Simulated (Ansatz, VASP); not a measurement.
Two plane-wave programs on Ag

```
Ag
1.0
     0.00000    2.20655    1.87965
     2.20655    0.00000    1.87965
     2.20655    2.20655    0.00000
Ag
1
Direct
  0.00000 0.00000 0.00000
```

Change from the starting cell: strain +0.080 along x and y, -0.080 along z, atoms carried along.

Alike in both runs: task single point; functional PBE; k mesh 20 × 20 × 20; occupations gaussian, width 0.15 eV; no spin polarisation.

```csv
,VASP,Ansatz
version,VASP 6.6.1,Ansatz 0.2.0
potentials or method,"VASP PAW PBE potentials, release 64 (Ag), cutoff 520 eV","scalar-relativistic, plane waves, PAW"
valence electrons in the cell,11,19
```

|  | VASP | Ansatz | Ansatz less VASP |
| --- | --- | --- | --- |
| gap on the k mesh at the Fermi level (eV) | none | none | - |
| pressure (GPa) | -1.8 | -1.7 | +0.09 |
| traceless stress, the component that is largest in VASP (GPa) | 1.26 | 1.27 | +0.012 |

A gap of «none» marks a metal or a gap that the smearing closes. VASP's potentials hold 11 valence electrons a cell and Ansatz's 19, so a difference there can come from the potentials and not from the codes.
